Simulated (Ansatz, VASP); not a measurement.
**Two plane-wave programs on Ge**

```
Ge
1.0
     0.00000    2.75137    2.75137
     2.75137    0.00000    2.75137
     2.75137    2.75137    0.00000
Ge
2
Cartesian
  0.0000 0.0000 0.0000
  1.3757 1.3757 1.3757
```

Alike in both runs: task single point; functional PBE; k mesh 6 × 6 × 6; no spin polarisation.

```csv
,VASP,Ansatz
version,VASP 6.6.1,Ansatz 0.2.0
potentials or method,"VASP PAW PBE potentials, release 64 (Ge_d), cutoff 500 eV","plane waves, PAW"
occupations,"gaussian, width 0.01 eV",fixed
valence electrons in the cell,28,28
```

Ansatz gave:

| Property | Result |
| --- | --- |
| pressure (GPa) | 11.2 |

Estimate VASP's values.

pressure (GPa): 11.1.
